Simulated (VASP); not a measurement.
A run of VASP 6.6.1 is set up as follows.

INCAR

```
SYSTEM = Ga3H2N3
PREC     = Accurate       ! precision mode
ENCUT    = 520            ! plane-wave cutoff, eV
EDIFF    = 1E-6           ! SCF threshold, eV
ISMEAR   = 0              ! smearing method
SIGMA    = 0.05           ! smearing width, eV
LREAL    = Auto         
LASPH    = .True.         ! aspherical terms in the spheres
NELM     = 60             ! most SCF steps
ALGO     = Normal         ! electronic algorithm
ISIF     = 2              ! what is computed and relaxed
LWAVE    = .False.        ! write WAVECAR
LCHARG   = .False.        ! write CHGCAR
LDIPOL   = .True.       
IDIPOL   = 3            
DIPOL    = 0.5 0.5 0.464
GGA      = PE             ! functional
IVDW     = 12             ! dispersion correction
NBANDS   = 134            ! bands
```

Contents of KPOINTS:

```
Automatic mesh
0
Gamma
  3 3 1
  0 0 0
```

The input POSCAR:

```
Ga3H2N3
1.0
    6.3931260388      0.0000000000      0.0000000000
    0.0000000000      5.2085710424      0.0000000000
    0.0000000000      0.0000000000     27.3869746562
Ga N H
12 12 8
Direct
    0.5000000000      0.0008110328      0.3455583735
    0.0000000000      0.0008110328      0.3455583735
    0.7500000000      0.5008110328      0.3792520645
    0.2500000000      0.5008110328      0.3792520645
    0.7500000000      0.0008110328      0.4466394464
    0.2500000000      0.0008110328      0.4466394464
   -0.0000058658      0.5002913453      0.4809984446
    0.4999803744      0.5002859901      0.4809980519
   -0.0000969292     -0.0030877340      0.5474974509
    0.4998433538     -0.0030747592      0.5474596259
    0.2498701523      0.5108843203      0.5846742550
    0.7498821731      0.5107692461      0.5846384656
    0.5000000000      0.6241889672      0.3455583735
    0.0000000000      0.6241889672      0.3455583735
    0.7500000000      0.1241889672      0.3792520645
    0.2500000000      0.1241889672      0.3792520645
    0.7500000000      0.6241889672      0.4466394464
    0.2500000000      0.6241889672      0.4466394464
   -0.0000098205      0.1236970391      0.4809111233
    0.4999667817      0.1237156516      0.4808847777
   -0.0001016922      0.6230852106      0.5481407399
    0.4998753128      0.6230995591      0.5481541826
    0.2499768872      0.1298970913      0.5801095153
    0.7497507098      0.1297818417      0.5800653172
    0.4999999635      0.0969356798      0.2908548674
   -0.0000092040      0.0969287507      0.2908541176
    0.4999987186      0.5572688342      0.3103955965
   -0.0000014052      0.5572657398      0.3103958196
    0.2495622420      0.6028444067      0.6393077039
    0.7501842899      0.6018848340      0.6393140810
    0.2499346086      0.0599069486      0.6151368780
    0.7493521242      0.0598793562      0.6150963791
```

Potentials or basis: VASP PAW PBE potentials, release 64 (Ga_d, N, H).

Launch:

```bash
$ cat potpaw_PBE.64/Ga_d/POTCAR potpaw_PBE.64/N/POTCAR potpaw_PBE.64/H/POTCAR > POTCAR
$ mpirun -np 1 vasp_std > vasp.out
```

Q: What does it give for the dispersion energy per atom?

A: -0.157 eV.

Q: Predict the largest force.

A: 1.147 eV/Å.

Forces on the atoms (eV/Å):
```
Ga   0.000  0.595 -0.980
Ga   0.000  0.596 -0.980
Ga   0.000 -0.512  0.011
Ga   0.000 -0.512  0.011
Ga   0.001  0.157 -0.084
Ga  -0.004  0.157 -0.086
Ga   0.000  0.000  0.004
Ga   0.000  0.002  0.005
Ga   0.000 -0.006 -0.016
Ga   0.000 -0.009 -0.019
Ga   0.000  0.027  0.033
Ga   0.002  0.026  0.036
N    0.000 -0.049  0.530
N    0.000 -0.050  0.530
N    0.000 -0.145  0.655
N   -0.001 -0.145  0.655
N   -0.002 -0.039 -0.165
N   -0.001 -0.039 -0.166
N    0.000 -0.001  0.005
N    0.000 -0.001  0.008
N    0.001 -0.001 -0.009
N   -0.001 -0.001 -0.012
N   -0.010 -0.002  0.019
N    0.006 -0.001  0.021
H    0.000 -0.007  0.019
H    0.000 -0.007  0.019
H    0.000 -0.001 -0.007
H    0.000 -0.001 -0.007
H    0.002 -0.008 -0.027
H   -0.002 -0.002 -0.025
H    0.001 -0.012  0.008
H    0.007 -0.011  0.011
```
